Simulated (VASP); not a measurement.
# GeRh4N (P4/mmm) in VASP: single point with PBE

Aim: the single point of GeRh4N with PBE.

Everything below comes from runs of VASP 6.6.1. Logs are shortened: lines on timing, memory, paths and dates and some standing lists are left out, and cuts for length are marked.

## Step 1: The cell of the first run

It takes space group P4/mmm (No. 123, tetragonal). The conventional cell has a = 4.328 Å, b = 4.328 Å, c = 6.392 Å, α = 90.00°, β = 90.00°, γ = 90.00°. Within 2.9 Å of Ge (site symmetry 4/mmm) lie 6 Rh at 2.16 to 2.19 Å. Within 2.7 Å of Rh (site symmetry 4mm) lie 1 Rh at 2.02 Å and 1 Ge at 2.19 Å. Within 2.9 Å of Rh (site symmetry mmm) lie 2 Ge at 2.16 Å. Within 4.2 Å of N (site symmetry 4/mmm) lie 16 Rh at 3.22 to 3.86 Å.

## Step 2: Single point, PBE, collinear spin, ferromagnetic start

INCAR reads:

```
ALGO = Normal
EDIFF = 1E-7
ENCUT = 520
GGA = PE
ISIF = 2
ISMEAR = 0
ISPIN = 2
LASPH = T
LCHARG = F
LMAXMIX = 4
LORBIT = 11
LREAL = F
LWAVE = F
MAGMOM = 0 1 1 1 1 0
NBANDS = 52
NELM = 150
PREC = Accurate
SIGMA = 0.1
```

KPOINTS reads:

```
k-points
0
Gamma
  4 4 4
```

POSCAR reads:

```
GeRh4N
1.0
    4.3281607200      0.0000000000      0.0000000000
    0.0000000000      4.3281607200      0.0000000000
    0.0000000000      0.0000000000      6.3924217900
Ge Rh N
1 4 1
Direct
    0.0000000000      0.0000000000      0.0000000000
    0.0000000000      0.0000000000      0.6580420000
    0.5000000000      0.0000000000      0.0000000000
    0.0000000000      0.5000000000      0.0000000000
    0.0000000000      0.0000000000      0.3419580000
    0.5000000000      0.5000000000      0.5000000000
```

Potentials or basis: VASP PAW PBE potentials, release 64 (Ge_d, Rh_pv, N).

The run is started by

```console
cat potpaw_PBE.64/Ge_d/POTCAR potpaw_PBE.64/Rh_pv/POTCAR potpaw_PBE.64/N/POTCAR > POTCAR
mpirun -np 1 vasp_std > vasp.out
```

OUTCAR:

```text
EDIFF = 1E-7
   ENCUT = 520
   GGA = PE
   ISIF = 2
   ISMEAR = 0
   ISPIN = 2
   LASPH = T
   LORBIT = 11
   LREAL = F
   NELM = 150
   PREC = Accurate

 ion  position               nearest neighbor table
   1  0.000  0.000  0.000-   3 2.16   4 2.16   4 2.16   3 2.16   2 2.19   5 2.19
   2  0.000  0.000  0.658-   5 2.02   1 2.19   4 3.08   3 3.08   4 3.08   3 3.08
   3  0.500  0.000  0.000-   1 2.16   1 2.16   4 3.06   4 3.06   4 3.06   4 3.06   2 3.08   2 3.08
                             5 3.08   5 3.08
   4  0.000  0.500  0.000-   1 2.16   1 2.16   3 3.06   3 3.06   3 3.06   3 3.06   5 3.08   5 3.08
                             2 3.08   2 3.08
   5  0.000  0.000  0.342-   2 2.02   1 2.19   3 3.08   4 3.08   4 3.08   3 3.08
   6  0.500  0.500  0.500-

  LATTYP: Found a simple tetragonal cell.
 ALAT       =     4.3281607200
 C/A-ratio  =     1.4769372497

  Lattice vectors:

 A1 = (   4.3281607200,   0.0000000000,   0.0000000000)
 A2 = (   0.0000000000,   4.3281607200,   0.0000000000)
 A3 = (   0.0000000000,   0.0000000000,   6.3924217900)

Analysis of symmetry for initial positions (statically):
=====================================================================
 Subroutine PRICEL returns:
 Original cell was already a primitive cell.

 Routine SETGRP: Setting up the symmetry group for a
 simple tetragonal supercell.

 Subroutine GETGRP returns: Found 16 space group operations
 (whereof 16 operations were pure point group operations)
 out of a pool of 16 trial point group operations.

The static configuration has the point symmetry D_4h.

Analysis of symmetry for dynamics (positions and initial velocities):
=====================================================================
 Subroutine PRICEL returns:
 Original cell was already a primitive cell.

 Routine SETGRP: Setting up the symmetry group for a
 simple tetragonal supercell.

 Subroutine GETGRP returns: Found 16 space group operations
 (whereof 16 operations were pure point group operations)
 out of a pool of 16 trial point group operations.

The dynamic configuration has the point symmetry D_4h.

Analysis of structural, dynamic, and magnetic symmetry:
=====================================================================
 Subroutine PRICEL returns:
 Original cell was already a primitive cell.

 Routine SETGRP: Setting up the symmetry group for a
 simple tetragonal supercell.

 Subroutine GETGRP returns: Found 16 space group operations
 (whereof 16 operations were pure point group operations)
 out of a pool of 16 trial point group operations.

The overall configuration has the point symmetry D_4h.

 Subroutine INISYM returns: Found 16 space group operations
 (whereof 16 operations are pure point group operations),
 and found     1 'primitive' translations

----------------------------------------------------------------------------------------

                                     Primitive cell

  volume of cell :     119.7491

  direct lattice vectors                    reciprocal lattice vectors
     4.328160720  0.000000000  0.000000000     0.231045025  0.000000000  0.000000000
     0.000000000  4.328160720  0.000000000     0.000000000  0.231045025  0.000000000
     0.000000000  0.000000000  6.392421790     0.000000000  0.000000000  0.156435234

  length of vectors
     4.328160720  4.328160720  6.392421790     0.231045025  0.231045025  0.156435234

  position of ions in fractional coordinates (direct lattice)
     0.000000000  0.000000000  0.000000000
     0.000000000  0.000000000  0.658042000
     0.500000000  0.000000000  0.000000000
     0.000000000  0.500000000  0.000000000
     0.000000000  0.000000000  0.341958000
     0.500000000  0.500000000  0.500000000

  ion indices of the primitive-cell ions
   primitive index   ion index
                 1           1
                 2           2
                 3           3
                 4           4
                 5           5
                 6           6

----------------------------------------------------------------------------------------
[... 31 lines left out ...]
  0.500000  0.250000  0.000000      4.000000
  0.500000  0.500000  0.000000      1.000000
[... 10 lines left out ...]
  0.500000  0.250000  0.500000      4.000000
  0.500000  0.500000  0.500000      1.000000
   k-points           NKPTS =     18   k-points in BZ     NKDIM =     18   number of bands    NBANDS=     52
   number of dos      NEDOS =    301   number of ions     NIONS =      6
   total plane-waves  NPLWV =  49152
   dimension x,y,z NGX =    32 NGY =   32 NGZ =   48
   dimension x,y,z NGXF=    64 NGYF=   64 NGZF=   96
   ions per type =               1   4   1
   NGX,Y,Z   is equivalent  to a cutoff of  12.29, 12.29, 12.48 a.u.
   NGXF,Y,Z  is equivalent  to a cutoff of  24.58, 24.58, 24.97 a.u.
 SYSTEM =  unknown system
   PREC   = accura    normal or accurate (medium, high low for compatibility)
   ISTART =      0    job   : 0-new  1-cont  2-samecut
   ICHARG =      2    charge: 1-file 2-atom 10-const
   ISPIN  =      2    spin polarized calculation?
   LNONCOLLINEAR =      F non collinear calculations
   LSORBIT =      F    spin-orbit coupling
   LASPH  =      T    aspherical Exc in radial PAW
   ENCUT  =  520.0 eV  38.22 Ry    6.18 a.u.   8.05  8.05 11.89*2*pi/ulx,y,z
   NELM   =    150;   NELMIN=  2; NELMDL= -5     # of ELM steps
   EDIFF  = 0.1E-06   stopping-criterion for ELM
   LREAL  =      F    real-space projection
   EDIFFG = 0.1E-05   stopping-criterion for IOM
   NSW    =      0    number of steps for IOM
   IBRION =     -1    ionic relax: 0-MD 1-quasi-New 2-CG
   NFREE  =      0    steps in history (QN), initial steepest desc. (CG)
   ISIF   =      2    stress and relaxation
   ISYM   =      2    0-nonsym 1-usesym 2-fastsym
   POTIM  = 0.5000    time-step for ionic-motion
   TEBEG  =    0.0;   TEEND  =   0.0 temperature during run
   PSTRESS=    0.0 pullay stress
   NELECT =      79.0000    total number of electrons
   NUPDOWN=      -1.0000    fix difference up-down
   EMIN   =  10.00;   EMAX   =-10.00  energy-range for DOS
   EFERMI =   0.00;   METHOD = LEGACY
   ISMEAR =     0;   SIGMA  =   0.10  broadening in eV -4-tet -1-fermi 0-gaus
   EFERMI_NEDOS =   21; number of points for ismear=-14 and -15
   IALGO  =     38    algorithm
   IMIX   =      4    mixing-type and parameters
     AMIX     =   0.40;   BMIX     =  1.00
     AMIX_MAG =   1.60;   BMIX_MAG =  1.00
  volume/ion in A,a.u.               =      19.96       134.68
  Fermi-wavevector in a.u.,A,eV,Ry     =   1.425147  2.693138 27.634048  2.031045
  Thomas-Fermi vector in A             =   2.545563
   LORBIT       =     11    0 simple, 1 ext, 2 COOP (PROOUT), +10 PAW based schemes
   GGA     = PE    functional components
   LHFCALC =     F    Hartree Fock is set to
   AEXX    =    0.0000 exact exchange contribution
   IVDW    =     0    specifies the selected vdW correction
   LEPSILON=     F    determine dielectric tensor
   LRPA    =     F    only Hartree local field effects (RPA)
 spin polarized calculation
 Gauss-broadening in eV      SIGMA  =   0.10
  energy-cutoff  :      520.00
  volume of cell :      119.75
 maximum number of plane-waves:      3256
   NGX = 17   NGY = 17   NGZ = 23

 number of electron      79.0000000 magnetization       0.0001769

 Free energy of the ion-electron system (eV)
  ---------------------------------------------------
  ext. energy  EPLUGINS =         0.00000000
  ---------------------------------------------------
  free energy    TOTEN  =       -26.60205429 eV

  energy without entropy =      -26.54197173  energy(sigma->0) =      -26.57201301

 E-fermi :   4.3843     XC(G=0): -10.5679

 val. band max:        4.3822903555   @ k =   0.2500   0.2500   0.2500
 cond. band min:       4.4051031921   @ k =   0.5000   0.5000   0.0000
 fundamental gap:      0.0228128367
 Fermi energy:         4.3842517483

 spin component 1

 k-point     1 :       0.0000    0.0000    0.0000
  band No.  band energies     occupation
      1     -43.9958      1.00000
      2     -41.7834      1.00000
      3     -41.7834      1.00000
      4     -41.6611      1.00000
      5     -41.6464      1.00000
      6     -41.6464      1.00000
[... 961 lines left out ...]
     50      12.8068      0.00000
     51      14.4565      0.00000
 Fermi energy:         4.3842517483

 spin component 2

 k-point     1 :       0.0000    0.0000    0.0000
  band No.  band energies     occupation
      1     -43.9958      1.00000
      2     -41.7834      1.00000
      3     -41.7834      1.00000
      4     -41.6611      1.00000
      5     -41.6464      1.00000
      6     -41.6464      1.00000
[... 961 lines left out ...]
     50      12.8068      0.00000
     51      14.4541      0.00000
 [bands above 51 left out]

------------------------ aborting loop because EDIFF is reached ----------------------------------------

  FORCE on cell =-STRESS in cart. coord.  units (eV):
  Direction    XX          YY          ZZ          XY          YZ          ZX
  --------------------------------------------------------------------------------------
  -------------------------------------------------------------------------------------
  Total        5.5588071      5.5588071     27.3750967      0.0000000     -0.0000000      0.0000000
  in kB       74.3738062     74.3738062    366.2638559      0.0000000     -0.0000000      0.0000000
  external PRESSURE =     171.6704894 kB  Pullay stress =       0.0000000 kB

 VOLUME and BASIS-vectors are now :
 -----------------------------------------------------------------------------
  energy-cutoff  :      520.00
  volume of cell :      119.75
      direct lattice vectors                 reciprocal lattice vectors
     4.328160720  0.000000000  0.000000000     0.231045025  0.000000000  0.000000000
     0.000000000  4.328160720  0.000000000     0.000000000  0.231045025  0.000000000
     0.000000000  0.000000000  6.392421790     0.000000000  0.000000000  0.156435234

 POSITION                                       TOTAL-FORCE (eV/Angst)
 -----------------------------------------------------------------------------------
      0.00000      0.00000      0.00000         0.000000      0.000000     -0.000000
      0.00000      0.00000      4.20648         0.000000      0.000000      4.905539
      2.16408      0.00000      0.00000         0.000000      0.000000     -0.000000
      0.00000      2.16408      0.00000         0.000000      0.000000     -0.000000
      0.00000      0.00000      2.18594        -0.000000      0.000000     -4.905539
      2.16408      2.16408      3.19621         0.000000      0.000000     -0.000000
 -----------------------------------------------------------------------------------
    total drift:                                0.000000      0.000000     -0.000000

  FREE ENERGIE OF THE ION-ELECTRON SYSTEM (eV)
  ---------------------------------------------------
  free  energy   TOTEN  =       -26.6020542921 eV

  energy  without entropy=      -26.5419717278  energy(sigma->0) =      -26.57201301

 total charge

# of ion       s       p       d       tot
------------------------------------------
    1        1.234   1.665  10.367  13.266
    2        0.312   6.215   7.378  13.905
    3        0.320   6.204   7.362  13.886
    4        0.320   6.204   7.362  13.886
    5        0.312   6.215   7.378  13.905
    6        1.371   1.871   0.000   3.242
--------------------------------------------------
tot          3.869  28.373  39.848  72.090

 magnetization (x)

# of ion       s       p       d       tot
------------------------------------------
    1        0.000  -0.000   0.000   0.000
    2        0.000   0.000   0.000   0.000
    3       -0.000   0.000   0.000   0.000
    4       -0.000   0.000   0.000   0.000
    5        0.000   0.000   0.000   0.000
    6       -0.000  -0.000   0.000  -0.000
--------------------------------------------------
tot          0.000  -0.000   0.000  -0.000
```

It took 5.7 min on 1 thread of Intel Xeon Platinum 8375C at 2.90GHz (Ice Lake), shared host; peak memory 0.34 GiB.

Results:

```yaml
Free_energy: -26.6021 eV
Pressure: 17.2 GPa
Largest_force: 4.906 eV/Å
Net_moment: 0.00 μB per cell
Valence_electrons_inside_the_program's_atomic_spheres: Ge 13.27; Rh 13.90, 13.89; N 3.24
```

Forces in eV/Å, atoms in the order of the input:
```
Ge   0.000  0.000  0.000
Rh   0.000  0.000  4.906
Rh   0.000  0.000  0.000
Rh   0.000  0.000  0.000
Rh   0.000  0.000 -4.906
N    0.000  0.000  0.000
```

Stress tensor (GPa, compression positive):
```
 7.44  0.00  0.00
 0.00  7.44  0.00
 0.00  0.00 36.63
```

Levels at points of the mesh, in eV from the Fermi level:
Spin up:
```csv
k point,band 38,band 39,band 40,band 41,band 42,band 43
"(0.00, 0.00, 0.00)",-0.50,0.07,0.15,0.65,0.65,0.76
"(0.50, 0.00, 0.00)",-0.26,-0.25,-0.18,-0.09,0.42,0.64
"(0.50, 0.50, 0.00)",-0.06,-0.01,-0.01,0.02,0.29,1.85
"(0.00, 0.00, 0.50)",-0.25,-0.12,-0.12,0.15,0.37,0.64
"(0.50, 0.00, 0.50)",-0.36,-0.23,-0.13,0.06,0.41,1.65
"(0.50, 0.50, 0.50)",-0.06,0.28,0.48,0.48,0.49,1.82
```
Spin down:
```tsv
k point	band 36	band 37	band 38	band 39	band 40	band 41	band 42	band 43	band 44	band 45
(0.00, 0.00, 0.00)	-0.57	-0.50	-0.50	0.07	0.15	0.65	0.65	0.76	0.76	1.04
(0.50, 0.00, 0.00)	-0.62	-0.59	-0.26	-0.25	-0.18	-0.09	0.42	0.64	1.94	3.08
(0.50, 0.50, 0.00)	-0.43	-0.41	-0.06	-0.01	-0.01	0.02	0.29	1.85	2.28	2.28
(0.00, 0.00, 0.50)	-0.52	-0.46	-0.25	-0.12	-0.12	0.15	0.37	0.64	2.37	2.37
(0.50, 0.00, 0.50)	-0.58	-0.51	-0.36	-0.23	-0.13	0.06	0.41	1.65	1.94	2.86
(0.50, 0.50, 0.50)	-0.57	-0.52	-0.06	0.28	0.48	0.48	0.49	1.82	2.71	2.86
```

Caveat: the k points lie up to 0.36 Å⁻¹ apart; forces of over 1 eV/Å act on the atoms, so gaps and moduli don't describe the material at rest.
